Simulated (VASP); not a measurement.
# Nd (Im-3m) in VASP: single point with LDA

Aim: the single point of Nd with LDA.

All numbers are computed with VASP 6.6.1; they aren't measurements. Logs are shortened: lines on timing, memory, paths and dates and some standing lists are left out, and cuts for length are marked.

### Step 1. The cell of the first run

The structure is cubic, space group Im-3m (No. 229). Conventional cell: a = 3.310 Å, b = 3.310 Å, c = 3.310 Å, α = 90.00°, β = 90.00°, γ = 90.00°. Nd (site symmetry m-3m) has 14 Nd at 2.87 to 3.31 Å within 3.8 Å.

### Step 2. Single point, LDA

INCAR

```
SYSTEM = Nd
PREC = Accurate
ENCUT = 520
EDIFF = 1E-6
ISMEAR = -1
SIGMA = 0.13605693000000002
LREAL = .False.
LASPH = .True.
NELM = 60
ALGO = Normal
ISIF = 2
LWAVE = .False.
LCHARG = .False.
GGA = CA
NBANDS = 13
```

KPOINTS

```
regular mesh
0
Gamma
  14 14 14
  0 0 0
```

POSCAR

```
Nd
1.0
   -1.6548677800      1.6548677800      1.6548677800
    1.6548677800     -1.6548677800      1.6548677800
    1.6548677800      1.6548677800     -1.6548677800
Nd
1
Direct
    0.0000000000      0.0000000000      0.0000000000
```

Potentials or basis: VASP PAW PBE potentials, release 64 (Nd).

Command:

```console
> cat potpaw_PBE.64/Nd/POTCAR > POTCAR
> mpirun -np 1 vasp_std > vasp.out
```

OUTCAR:

```text
SYSTEM = Nd
   PREC = Accurate
   ENCUT = 520
   EDIFF = 1E-6
   ISMEAR = -1
   LREAL = .False.
   LASPH = .True.
   NELM = 60
   ISIF = 2
   GGA = CA

 ion  position               nearest neighbor table
   1  0.000  0.000  0.000-

  LATTYP: Found a body centered cubic cell.
 ALAT       =     3.3097355600

  Lattice vectors:

 A1 = (  -1.6548677800,   1.6548677800,   1.6548677800)
 A2 = (   1.6548677800,  -1.6548677800,   1.6548677800)
 A3 = (   1.6548677800,   1.6548677800,  -1.6548677800)

Analysis of symmetry for initial positions (statically):
=====================================================================
 Subroutine PRICEL returns:
 Original cell was already a primitive cell.

 Routine SETGRP: Setting up the symmetry group for a
 body centered cubic supercell.

 Subroutine GETGRP returns: Found 48 space group operations
 (whereof 48 operations were pure point group operations)
 out of a pool of 48 trial point group operations.

The static configuration has the point symmetry O_h .

Analysis of symmetry for dynamics (positions and initial velocities):
=====================================================================
 Subroutine PRICEL returns:
 Original cell was already a primitive cell.

 Routine SETGRP: Setting up the symmetry group for a
 body centered cubic supercell.

 Subroutine GETGRP returns: Found 48 space group operations
 (whereof 48 operations were pure point group operations)
 out of a pool of 48 trial point group operations.

The dynamic configuration has the point symmetry O_h .

 Subroutine INISYM returns: Found 48 space group operations
 (whereof 48 operations are pure point group operations),
 and found     1 'primitive' translations

----------------------------------------------------------------------------------------

                                     Primitive cell

  volume of cell :      18.1280

  direct lattice vectors                    reciprocal lattice vectors
    -1.654867780  1.654867780  1.654867780     0.000000000  0.302138942  0.302138942
     1.654867780 -1.654867780  1.654867780     0.302138942  0.000000000  0.302138942
     1.654867780  1.654867780 -1.654867780     0.302138942  0.302138942  0.000000000

  length of vectors
     2.866315075  2.866315075  2.866315075     0.427288989  0.427288989  0.427288989

  position of ions in fractional coordinates (direct lattice)
     0.000000000  0.000000000  0.000000000
[... 76 lines left out ...]
   EDIFF  = 0.1E-05   stopping-criterion for ELM
   LREAL  =      F    real-space projection
   EDIFFG = 0.1E-04   stopping-criterion for IOM
   NSW    =      0    number of steps for IOM
   IBRION =     -1    ionic relax: 0-MD 1-quasi-New 2-CG
   NFREE  =      0    steps in history (QN), initial steepest desc. (CG)
   ISIF   =      2    stress and relaxation
   ISYM   =      2    0-nonsym 1-usesym 2-fastsym
   POTIM  = 0.5000    time-step for ionic-motion
   TEBEG  =    0.0;   TEEND  =   0.0 temperature during run
   PSTRESS=    0.0 pullay stress
   NELECT =      14.0000    total number of electrons
   NUPDOWN=      -1.0000    fix difference up-down
   EMIN   =  10.00;   EMAX   =-10.00  energy-range for DOS
   EFERMI =   0.00;   METHOD = LEGACY
   ISMEAR =    -1;   SIGMA  =   0.14  broadening in eV -4-tet -1-fermi 0-gaus
   EFERMI_NEDOS =   21; number of points for ismear=-14 and -15
   IALGO  =     38    algorithm
   IMIX   =      4    mixing-type and parameters
     AMIX     =   0.40;   BMIX     =  1.00
     AMIX_MAG =   1.60;   BMIX_MAG =  1.00
  volume/ion in A,a.u.               =      18.13       122.33
  Fermi-wavevector in a.u.,A,eV,Ry     =   1.501992  2.838353 30.694460  2.255979
  Thomas-Fermi vector in A             =   2.613290
   LORBIT       =      0    0 simple, 1 ext, 2 COOP (PROOUT), +10 PAW based schemes
   GGA     = CA    functional components
   LHFCALC =     F    Hartree Fock is set to
   AEXX    =    0.0000 exact exchange contribution
   IVDW    =     0    specifies the selected vdW correction
   LEPSILON=     F    determine dielectric tensor
   LRPA    =     F    only Hartree local field effects (RPA)
 non-spin polarized calculation
  energy-cutoff  :      520.00
  volume of cell :       18.13
 maximum number of plane-waves:       498
 NGX is ok and might be reduce to    24
   NGX = 11   NGY = 11   NGZ = 11

 number of electron      14.0000000 magnetization

 Free energy of the ion-electron system (eV)
  ---------------------------------------------------
  ext. energy  EPLUGINS =         0.00000000
  ---------------------------------------------------
  free energy    TOTEN  =        -6.40996841 eV

  energy without entropy =       -6.01340838  energy(sigma->0) =       -6.21168840

 E-fermi :   9.4201     XC(G=0): -13.4554

 val. band max:        9.4193307948   @ k =  -0.2143   0.3571   0.0714
 cond. band min:       9.4209573448   @ k =  -0.4286   0.4286   0.0714
 fundamental gap:      0.0016265500
 Fermi energy:         9.4200531225

 k-point     1 :       0.0000    0.0000    0.0000
  band No.  band energies     occupation
      1     -28.1209      2.00000
      2      -5.8589      2.00000
      3      -5.8589      2.00000
      4      -5.8589      2.00000
      5       7.9026      1.99997
      6       8.9883      1.91964
      7       8.9883      1.91964
      8       8.9883      1.91964
      9      10.3197      0.00268
     10      10.3197      0.00268
     11      10.3197      0.00268
     12      11.0762      0.00001
     13      12.0947      0.00000
[... 354 lines left out ...]
  band No.  band energies     occupation
      1     -26.5241      2.00000
      2     -10.4510      2.00000
      3      -9.6629      2.00000
      4      -6.7129      2.00000
      5       8.1460      1.99983
      6       9.1974      1.67410
      7       9.3290      1.32279
      8       9.6413      0.32866
      9      10.1163      0.01192
     10      10.1354      0.01036
     11      10.2906      0.00332
     12      10.6251      0.00028
     13      11.7529      0.00000

 [... further k-points ...]
[... 5 lines left out ...]
  --------------------------------------------------------------------------------------
  -------------------------------------------------------------------------------------
  Total        0.0158119      0.0158119      0.0158119     -0.0000000      0.0000000      0.0000000
  in kB        1.3974782      1.3974782      1.3974782     -0.0000000      0.0000000      0.0000000
  external PRESSURE =       1.3974782 kB  Pullay stress =       0.0000000 kB

 VOLUME and BASIS-vectors are now :
 -----------------------------------------------------------------------------
  energy-cutoff  :      520.00
  volume of cell :       18.13
      direct lattice vectors                 reciprocal lattice vectors
    -1.654867780  1.654867780  1.654867780     0.000000000  0.302138942  0.302138942
     1.654867780 -1.654867780  1.654867780     0.302138942  0.000000000  0.302138942
     1.654867780  1.654867780 -1.654867780     0.302138942  0.302138942  0.000000000

 POSITION                                       TOTAL-FORCE (eV/Angst)
 -----------------------------------------------------------------------------------
      0.00000      0.00000      0.00000        -0.000000     -0.000000      0.000000
 -----------------------------------------------------------------------------------
    total drift:                                0.000000      0.000000      0.000000

  FREE ENERGIE OF THE ION-ELECTRON SYSTEM (eV)
  ---------------------------------------------------
  free  energy   TOTEN  =        -6.4099684142 eV

  energy  without entropy=       -6.0134083822  energy(sigma->0) =       -6.21168840
```

It took 23 s on 1 thread of Intel Xeon Platinum 8259CL at 2.50GHz (Skylake/Cascade Lake), shared host; peak memory 0.15 GiB.

What came out:

| Property | Result |
| --- | --- |
| Free energy | -6.4100 eV |
| Pressure | 0.1 GPa |
| Band gap on the k mesh | zero (band 7 reaches 9.77 eV, above the bottom of band 8 at 8.98 eV) |

Caveat: the PAW data sets were made with another functional, which shifts forces and pressure a little; spin-orbit coupling is left out, which moves the levels of the heavy elements.
